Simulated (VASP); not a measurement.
Here is a VASP 6.6.1 calculation.

INCAR

```
  PREC = Accurate
  ENCUT = 520
  EDIFF = 1E-6
  ISMEAR = -1
  SIGMA = 0.05
  LREAL = False
  LASPH = True
  NELM = 150
  ALGO = Normal
  ISIF = 2
  LWAVE = False
  LCHARG = False
  ISPIN = 2
  MAGMOM = 1 1 1 1 1 1 1 1 0 0 0 0
  LORBIT = 11
  LMAXMIX = 4
  GGA = RE
  NBANDS = 64
  KPAR = 4
```

Contents of KPOINTS:

```
Automatic mesh
0
Gamma
  6 7 4
```

File POSCAR:

```
SiNi2
1.0
    5.0636551724      0.0000000000      0.0000000000
    0.0000000000      3.7497113279      0.0000000000
    0.0000000000      0.0000000000      7.1028460966
Ni Si
8 4
Direct
    0.3313345163      0.7500000000      0.9397398842
    0.6686654837      0.2500000000      0.0602601158
    0.1686654837      0.2500000000      0.4397398842
    0.8313345163      0.7500000000      0.5602601158
    0.4593354171      0.7500000000      0.2970167594
    0.5406645829      0.2500000000      0.7029832406
    0.0406645829      0.2500000000      0.7970167594
    0.9593354171      0.7500000000      0.2029832406
    0.7858686871      0.7500000000      0.8851157367
    0.2141313129      0.2500000000      0.1148842633
    0.7141313129      0.2500000000      0.3851157367
    0.2858686871      0.7500000000      0.6148842633
```

Potentials or basis: VASP PAW PBE potentials, release 64 (Ni, Si).

Run with:

```bash
$ cat potpaw_PBE.64/Ni/POTCAR potpaw_PBE.64/Si/POTCAR > POTCAR
$ mpirun -np 4 vasp_std > vasp.out
```

(1) Predict the pressure.

(2) What does it give for the largest force?

(3) Estimate the band gap on the k mesh.

Results:

(1) 0.1 GPa.

(2) 0.007 eV/Å.

(3) zero (filled and empty bands overlap).

Caveat: the moments typed at the start vanished in this run; the PAW data sets were made with another functional, which shifts forces and pressure a little.
